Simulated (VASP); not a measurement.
# TlSi (Pm-3m) in VASP: settings compared

The runs below take TlSi through single point, with PBE, PBEsol.

Everything below comes from runs of VASP 6.6.1. Logs are shortened: lines on timing, memory, paths and dates and some standing lists are left out, and cuts for length are marked.

### 1 The cell of the first run

The structure is cubic, space group Pm-3m (No. 221). The conventional cell has a = 3.530 Å, b = 3.530 Å, c = 3.530 Å, α = 90.00°, β = 90.00°, γ = 90.00°. Tl (site symmetry m-3m) has 8 Si at 3.06 Å and 6 Tl at 3.53 Å within 4.0 Å. Si (site symmetry m-3m) has 8 Tl at 3.06 Å and 6 Si at 3.53 Å within 4.0 Å.

### 2 Single point, PBE

INCAR

```
SYSTEM = TlSi
PREC = Accurate ; ENCUT = 500
EDIFF = 1E-6 ; ISMEAR = -1
SIGMA = 0.1 ; LREAL = .FALSE.
LASPH = .TRUE. ; NELM = 120
ALGO = Normal ; ISIF = 2
LWAVE = .FALSE. ; LCHARG = .TRUE.
GGA = PE ; LELF = .TRUE.
LVHAR = .TRUE. ; NBANDS = 16
GGA_COMPAT = .FALSE.
```

KPOINTS

```
Automatic mesh
0
G
  5 5 5
  0 0 0
```

POSCAR

```
TlSi
1.0
    3.5301740000      0.0000000000      0.0000000000
    0.0000000000      3.5301740000      0.0000000000
    0.0000000000      0.0000000000      3.5301740000
Tl Si
1 1
Direct
    0.0000000000      0.0000000000      0.0000000000
    0.5000000000      0.5000000000      0.5000000000
```

Potentials or basis: VASP PAW PBE potentials, release 64 (Tl_d, Si).

On the command line:

```
cat potpaw_PBE.64/Tl_d/POTCAR potpaw_PBE.64/Si/POTCAR > POTCAR
mpirun -np 1 vasp_std > vasp.out
```

OUTCAR:

```text
SYSTEM = TlSi
   PREC = Accurate
   ENCUT = 500
   EDIFF = 1E-6
   ISMEAR = -1
   LREAL = .FALSE.
   LASPH = .TRUE.
   NELM = 120
   ISIF = 2
   GGA = PE

 ion  position               nearest neighbor table
   1  0.000  0.000  0.000-   2 3.06   2 3.06   2 3.06   2 3.06   2 3.06   2 3.06   2 3.06   2 3.06

   2  0.500  0.500  0.500-   1 3.06   1 3.06   1 3.06   1 3.06   1 3.06   1 3.06   1 3.06   1 3.06

  LATTYP: Found a simple cubic cell.
 ALAT       =     3.5301740000

  Lattice vectors:

 A1 = (   3.5301740000,   0.0000000000,   0.0000000000)
 A2 = (   0.0000000000,   3.5301740000,   0.0000000000)
 A3 = (   0.0000000000,   0.0000000000,   3.5301740000)

Analysis of symmetry for initial positions (statically):
=====================================================================
 Subroutine PRICEL returns:
 Original cell was already a primitive cell.

 Routine SETGRP: Setting up the symmetry group for a
 simple cubic supercell.

 Subroutine GETGRP returns: Found 48 space group operations
 (whereof 48 operations were pure point group operations)
 out of a pool of 48 trial point group operations.

The static configuration has the point symmetry O_h .

Analysis of symmetry for dynamics (positions and initial velocities):
=====================================================================
 Subroutine PRICEL returns:
 Original cell was already a primitive cell.

 Routine SETGRP: Setting up the symmetry group for a
 simple cubic supercell.

 Subroutine GETGRP returns: Found 48 space group operations
 (whereof 48 operations were pure point group operations)
 out of a pool of 48 trial point group operations.

The dynamic configuration has the point symmetry O_h .

 Subroutine INISYM returns: Found 48 space group operations
 (whereof 48 operations are pure point group operations),
 and found     1 'primitive' translations

----------------------------------------------------------------------------------------

                                     Primitive cell

  volume of cell :      43.9935

  direct lattice vectors                    reciprocal lattice vectors
     3.530174000  0.000000000  0.000000000     0.283272156  0.000000000  0.000000000
     0.000000000  3.530174000  0.000000000     0.000000000  0.283272156  0.000000000
     0.000000000  0.000000000  3.530174000     0.000000000  0.000000000  0.283272156

  length of vectors
     3.530174000  3.530174000  3.530174000     0.283272156  0.283272156  0.283272156

  position of ions in fractional coordinates (direct lattice)
     0.000000000  0.000000000  0.000000000
     0.500000000  0.500000000  0.500000000

  ion indices of the primitive-cell ions
   primitive index   ion index
                 1           1
                 2           2

----------------------------------------------------------------------------------------

 KPOINTS: Automatic mesh

Automatic generation of k-mesh.
 Grid dimensions read from file:
 generate k-points for:    5    5    5

 Generating k-lattice:

  Cartesian coordinates                     Fractional coordinates (reciprocal lattice)
     0.056654431  0.000000000  0.000000000     0.200000000  0.000000000  0.000000000
     0.000000000  0.056654431  0.000000000     0.000000000  0.200000000  0.000000000
     0.000000000  0.000000000  0.056654431     0.000000000  0.000000000  0.200000000

  Length of vectors
     0.056654431  0.056654431  0.056654431

  Shift w.r.t. Gamma in fractional coordinates (k-lattice)
     0.000000000  0.000000000  0.000000000

 Subroutine IBZKPT returns following result:
 ===========================================

 Found     10 irreducible k-points:

 Following reciprocal coordinates:
            Coordinates               Weight
  0.000000  0.000000  0.000000      1.000000
  0.200000  0.000000  0.000000      6.000000
  0.400000  0.000000  0.000000      6.000000
  0.200000  0.200000  0.000000     12.000000
  0.400000  0.200000  0.000000     24.000000
  0.400000  0.400000  0.000000     12.000000
  0.200000  0.200000  0.200000      8.000000
  0.400000  0.200000  0.200000     24.000000
  0.400000  0.400000  0.200000     24.000000
  0.400000  0.400000  0.400000      8.000000
   k-points           NKPTS =     10   k-points in BZ     NKDIM =     10   number of bands    NBANDS=     16
   number of dos      NEDOS =    301   number of ions     NIONS =      2
   total plane-waves  NPLWV =  21952
   dimension x,y,z NGX =    28 NGY =   28 NGZ =   28
   dimension x,y,z NGXF=    56 NGYF=   56 NGZF=   56
   ions per type =               1   1
   NGX,Y,Z   is equivalent  to a cutoff of  13.19, 13.19, 13.19 a.u.
   NGXF,Y,Z  is equivalent  to a cutoff of  26.37, 26.37, 26.37 a.u.
 SYSTEM =  TlSi
   PREC   = accura    normal or accurate (medium, high low for compatibility)
   ISTART =      0    job   : 0-new  1-cont  2-samecut
   ICHARG =      2    charge: 1-file 2-atom 10-const
   ISPIN  =      1    spin polarized calculation?
   LNONCOLLINEAR =      F non collinear calculations
   LSORBIT =      F    spin-orbit coupling
   LASPH  =      T    aspherical Exc in radial PAW
   ENCUT  =  500.0 eV  36.75 Ry    6.06 a.u.   6.44  6.44  6.44*2*pi/ulx,y,z
   NELM   =    120;   NELMIN=  2; NELMDL= -5     # of ELM steps
   EDIFF  = 0.1E-05   stopping-criterion for ELM
   LREAL  =      F    real-space projection
[... 7 lines left out ...]
   TEBEG  =    0.0;   TEEND  =   0.0 temperature during run
   PSTRESS=    0.0 pullay stress
   NELECT =      17.0000    total number of electrons
   NUPDOWN=      -1.0000    fix difference up-down
   EMIN   =  10.00;   EMAX   =-10.00  energy-range for DOS
   EFERMI =   0.00;   METHOD = LEGACY
   ISMEAR =    -1;   SIGMA  =   0.10  broadening in eV -4-tet -1-fermi 0-gaus
   EFERMI_NEDOS =   21; number of points for ismear=-14 and -15
   IALGO  =     38    algorithm
   IMIX   =      4    mixing-type and parameters
     AMIX     =   0.40;   BMIX     =  1.00
     AMIX_MAG =   1.60;   BMIX_MAG =  1.00
  volume/ion in A,a.u.               =      22.00       148.44
  Fermi-wavevector in a.u.,A,eV,Ry     =   1.192418  2.253342 19.345575  1.421860
  Thomas-Fermi vector in A             =   2.328456
   LORBIT       =      0    0 simple, 1 ext, 2 COOP (PROOUT), +10 PAW based schemes
   GGA     = PE    functional components
   LHFCALC =     F    Hartree Fock is set to
   AEXX    =    0.0000 exact exchange contribution
   IVDW    =     0    specifies the selected vdW correction
   LEPSILON=     F    determine dielectric tensor
   LRPA    =     F    only Hartree local field effects (RPA)
 non-spin polarized calculation
  energy-cutoff  :      500.00
  volume of cell :       43.99
 maximum number of plane-waves:      1141
 NGX is ok and might be reduce to    28
   NGX = 13   NGY = 13   NGZ = 13

 number of electron      17.0000004 magnetization

 Free energy of the ion-electron system (eV)
  ---------------------------------------------------
  ext. energy  EPLUGINS =         0.00000000
  ---------------------------------------------------
  free energy    TOTEN  =        -6.42867013 eV

  energy without entropy =       -6.39754792  energy(sigma->0) =       -6.41310902

 E-fermi :   7.6845     XC(G=0): -10.5719

 val. band max:        7.6828488342   @ k =   0.0000   0.0000   0.0000
 cond. band min:       8.2335116433   @ k =   0.2000   0.0000   0.0000
 fundamental gap:      0.5506628091
 Fermi energy:         7.6844722157

 k-point     1 :       0.0000    0.0000    0.0000
  band No.  band energies     occupation
      1      -4.1992      2.00000
      2      -4.1992      2.00000
      3      -3.9924      2.00000
      4      -3.7338      2.00000
      5      -3.7338      2.00000
      6      -3.7338      2.00000
      7       6.4313      1.99999
      8       7.6828      1.00812
      9       7.6828      1.00812
     10       7.6828      1.00812
     11      12.4569      0.00000
     12      12.4569      0.00000
     13      18.2434      0.00000
     14      18.2434      0.00000
     15      18.2434      0.00000
     16      20.5064      0.00000

 k-point     2 :       0.2000    0.0000    0.0000
  band No.  band energies     occupation
      1      -4.1826      2.00000
      2      -4.1017      2.00000
      3      -3.8000      2.00000
      4      -3.8000      2.00000
      5      -3.7266      2.00000
      6      -3.4623      2.00000
      7       3.8320      2.00000
      8       8.2335      0.00822
      9       8.2335      0.00822
     10       8.7608      0.00004
     11      12.5814      0.00000
     12      14.4868      0.00000
     13      15.8001      0.00000
     14      15.8001      0.00000
     15      16.5216      0.00000
     16      19.8422      0.00000

 k-point     3 :       0.4000    0.0000    0.0000
  band No.  band energies     occupation
      1      -4.1556      2.00000
      2      -3.9576      2.00000
      3      -3.9037      2.00000
      4      -3.9037      2.00000
      5      -3.7150      2.00000
      6      -1.9013      2.00000
      7       0.6943      2.00000
      8       9.6451      0.00000
      9       9.6451      0.00000
     10      10.1391      0.00000
     11      12.3973      0.00000
     12      12.8315      0.00000
     13      12.9186      0.00000
     14      12.9186      0.00000
     15      18.0354      0.00000
     16      20.1035      0.00000

 k-point     4 :       0.2000    0.2000    0.0000
  band No.  band energies     occupation
      1      -4.1291      2.00000
      2      -3.9984      2.00000
      3      -3.9509      2.00000
      4      -3.7965      2.00000
      5      -3.7834      2.00000
      6      -2.8964      2.00000
      7       3.6943      2.00000
      8       5.6285      2.00000
      9       8.7223      0.00006
     10      10.3860      0.00000
     11      12.5169      0.00000
     12      14.4536      0.00000
     13      15.2446      0.00000
     14      15.4207      0.00000
     15      17.1347      0.00000
     16      18.4222      0.00000

 k-point     5 :       0.4000    0.2000    0.0000
  band No.  band energies     occupation
      1      -4.0973      2.00000
      2      -4.0873      2.00000
      3      -3.8896      2.00000
      4      -3.8321      2.00000
      5      -3.7735      2.00000
      6      -1.3283      2.00000
      7       1.1892      2.00000
      8       6.3392      2.00000
      9       8.7778      0.00004
     10       9.8824      0.00000
     11      12.2050      0.00000
     12      13.4017      0.00000
     13      14.4783      0.00000
     14      15.3800      0.00000
     15      18.5150      0.00000
     16      19.8055      0.00000

 k-point     6 :       0.4000    0.4000    0.0000
  band No.  band energies     occupation
      1      -4.3323      2.00000
      2      -4.0297      2.00000
      3      -3.8686      2.00000
      4      -3.8638      2.00000
      5      -3.6013      2.00000
      6       0.2337      2.00000
      7       2.1720      2.00000
      8       3.6188      2.00000
      9       5.5211      2.00000
     10      10.2838      0.00000
     11      13.5159      0.00000
     12      14.5627      0.00000
     13      14.9677      0.00000
     14      16.3930      0.00000
     15      17.2070      0.00000
     16      18.8586      0.00000

 k-point     7 :       0.2000    0.2000    0.2000
  band No.  band energies     occupation
      1      -3.9882      2.00000
      2      -3.9882      2.00000
      3      -3.9867      2.00000
      4      -3.8599      2.00000
      5      -3.8599      2.00000
      6      -2.3530      2.00000
      7       3.6587      2.00000
      8       6.1860      2.00000
      9       6.1860      2.00000
     10      10.8337      0.00000
     11      13.6973      0.00000
     12      13.6973      0.00000
     13      14.2257      0.00000
     14      15.8271      0.00000
     15      15.8271      0.00000
     16      20.1969      0.00000

 k-point     8 :       0.4000    0.2000    0.2000
  band No.  band energies     occupation
      1      -4.1109      2.00000
      2      -3.9979      2.00000
      3      -3.9519      2.00000
      4      -3.8661      2.00000
      5      -3.7673      2.00000
      6      -0.7980      2.00000
      7       1.6446      2.00000
      8       6.2365      2.00000
      9       7.6536      1.15303
     10       8.4953      0.00060
     11      10.6584      0.00000
     12      13.5586      0.00000
     13      15.8346      0.00000
     14      16.3518      0.00000
     15      18.3667      0.00000
     16      18.6813      0.00000

 k-point     9 :       0.4000    0.4000    0.2000
  band No.  band energies     occupation
      1      -4.2711      2.00000
      2      -3.9873      2.00000
      3      -3.9742      2.00000
      4      -3.8575      2.00000
      5      -3.5936      2.00000
      6       0.6814      2.00000
      7       2.4628      2.00000
      8       4.2504      2.00000
      9       5.9436      2.00000
     10       8.2393      0.00776
     11      10.7766      0.00000
     12      11.9250      0.00000
     13      13.8342      0.00000
     14      17.7438      0.00000
     15      20.0865      0.00000
     16      20.4063      0.00000

 k-point    10 :       0.4000    0.4000    0.4000
  band No.  band energies     occupation
      1      -4.1892      2.00000
      2      -4.1373      2.00000
      3      -4.1373      2.00000
      4      -3.5841      2.00000
      5      -3.5841      2.00000
      6       1.7560      2.00000
      7       3.2061      2.00000
      8       5.9684      2.00000
      9       5.9684      2.00000
     10       6.3892      2.00000
     11       8.6513      0.00013
     12       8.6513      0.00013
     13      10.6183      0.00000
     14      21.9580      0.00000
     15      21.9580      0.00000
     16      23.0982      0.00000

------------------------ aborting loop because EDIFF is reached ----------------------------------------

  FORCE on cell =-STRESS in cart. coord.  units (eV):
  Direction    XX          YY          ZZ          XY          YZ          ZX
  --------------------------------------------------------------------------------------
  -------------------------------------------------------------------------------------
  Total        0.7628985      0.7628985      0.7628985     -0.0000000     -0.0000000     -0.0000000
  in kB       27.7836325     27.7836325     27.7836325     -0.0000000     -0.0000000     -0.0000000
  external PRESSURE =      27.7836325 kB  Pullay stress =       0.0000000 kB

 VOLUME and BASIS-vectors are now :
 -----------------------------------------------------------------------------
  energy-cutoff  :      500.00
  volume of cell :       43.99
      direct lattice vectors                 reciprocal lattice vectors
     3.530174000  0.000000000  0.000000000     0.283272156  0.000000000  0.000000000
     0.000000000  3.530174000  0.000000000     0.000000000  0.283272156  0.000000000
     0.000000000  0.000000000  3.530174000     0.000000000  0.000000000  0.283272156

 POSITION                                       TOTAL-FORCE (eV/Angst)
 -----------------------------------------------------------------------------------
      0.00000      0.00000      0.00000         0.000000      0.000000      0.000000
      1.76509      1.76509      1.76509         0.000000      0.000000      0.000000
 -----------------------------------------------------------------------------------
    total drift:                               -0.000000      0.000000     -0.000000

  FREE ENERGIE OF THE ION-ELECTRON SYSTEM (eV)
  ---------------------------------------------------
  free  energy   TOTEN  =        -6.4286701302 eV

  energy  without entropy=       -6.3975479170  energy(sigma->0) =       -6.41310902
```

Wall time 16 s (1 thread of AMD EPYC 7R43 (Zen 3), shared host); peak memory 0.12 GiB.

What came out:

```
Free energy : -6.4287 eV
Pressure    : 2.8 GPa
```

Levels at points of the mesh, in eV from the Fermi level:
```
           k point  band 5  band 6  band 7  band 8  band 9  band 10  band 11  band 12  band 13  band 14
(0.00, 0.00, 0.00)  -11.42  -11.42   -1.25    0.00    0.00     0.00     4.77     4.77    10.56    10.56
```

Caveat: spin-orbit coupling is left out, which moves the levels of the heavy elements.

### 3 Single point, PBEsol

INCAR

```
PREC = Accurate ; ENCUT = 500
EDIFF = 1E-6 ; ISMEAR = -1
SIGMA = 0.1 ; LREAL = F
LASPH = T ; NELM = 120
ALGO = Normal ; ISIF = 2
LWAVE = F ; LCHARG = T
GGA = PS ; LELF = T
LVHAR = T ; NBANDS = 16
GGA_COMPAT = F
```

KPOINTS

```
regular mesh
0
Gamma
  5 5 5
```

POSCAR is that of step 2.

Potentials or basis: VASP PAW PBE potentials, release 64 (Tl_d, Si).

On the command line:

```
cat potpaw_PBE.64/Tl_d/POTCAR potpaw_PBE.64/Si/POTCAR > POTCAR
mpirun -np 1 vasp_std > vasp.out
```

It took 17 s on 1 thread of AMD EPYC 7R43 (Zen 3), shared host; peak memory 0.12 GiB.

Results (log left out):

| Quantity | Value |
| --- | --- |
| Free energy | -7.3398 eV |
| Pressure | -0.5 GPa |

Levels at points of the mesh, in eV from the Fermi level:
| k point | band 5 | band 6 | band 7 | band 8 | band 9 | band 10 | band 11 | band 12 | band 13 | band 14 |
| --- | --- | --- | --- | --- | --- | --- | --- | --- | --- | --- |
| (0.00, 0.00, 0.00) | -11.38 | -11.38 | -1.25 | 0.00 | 0.00 | 0.00 | 4.75 | 4.75 | 10.53 | 10.53 |

Caveat: the PAW data sets were made with another functional, which shifts forces and pressure a little; spin-orbit coupling is left out, which moves the levels of the heavy elements.

[end of part 1 of 2]
